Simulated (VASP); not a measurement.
Here is a VASP 6.6.1 calculation.

Contents of POSCAR:

```
Al2Ru
1.0
    0.0000000000      3.9898374997      4.3915250777
    2.3524746913      0.0000000000      4.3915250777
    2.3524746913      3.9898374997      0.0000000000
Al Ru
4 2
Direct
    0.0790610300      0.4209389700      0.0790610300
    0.4209389700      0.0790610300      0.4209389700
    0.1709389700      0.8290610300      0.1709389700
    0.8290610300      0.1709389700      0.8290610300
    0.7500000000      0.7500000000      0.7500000000
    0.5000000000      0.5000000000      0.5000000000
```

INCAR.step1

```
SYSTEM = Al2Ru
  PREC = Accurate
  ENCUT = 520
  ISMEAR = 0
  SIGMA = 0.04
  LREAL = .FALSE.
  LASPH = .TRUE.
  NELM = 80
  NBANDS = 29
  GGA = PE
  ALGO = Normal
  EDIFF = 1E-4
  LWAVE = .TRUE.
  LCHARG = .FALSE.
```

INCAR.step2

```
SYSTEM = Al2Ru
  PREC = Accurate
  ENCUT = 520
  EDIFF = 1E-6
  ISMEAR = 0
  SIGMA = 0.04
  LREAL = .FALSE.
  LASPH = .TRUE.
  NELM = 80
  ALGO = Normal
  ISIF = 2
  LWAVE = .FALSE.
  LCHARG = .TRUE.
  METAGGA = R2SCAN
  LMIXTAU = .TRUE.
  LELF = .TRUE.
  LVHAR = .TRUE.
  NBANDS = 29
  ISTART = 1
```

KPOINTS

```
Automatic mesh
0
G
  10 10 10
  0 0 0
```

Potentials or basis: VASP PAW PBE potentials, release 64 (Al, Ru_pv).

Run with:

```console
$ cat potpaw_PBE.64/Al/POTCAR potpaw_PBE.64/Ru_pv/POTCAR > POTCAR
$ cp INCAR.step1 INCAR
$ mpirun -np 1 vasp_std > vasp.out
$ cp INCAR.step2 INCAR
$ mpirun -np 1 vasp_std > vasp.out
```

Q: Predict the largest force.

A: 0.005 eV/Å.

Q: Estimate the pressure.

A: -0.1 GPa.

Forces in eV/Å, atoms in the order of the input:
```
Al   0.000  0.005  0.000
Al   0.000 -0.005  0.000
Al   0.000 -0.005  0.000
Al   0.000  0.005  0.000
Ru   0.000  0.000  0.000
Ru   0.000  0.000  0.000
```

Caveat: the PAW data sets were made with another functional, which shifts forces and pressure a little.
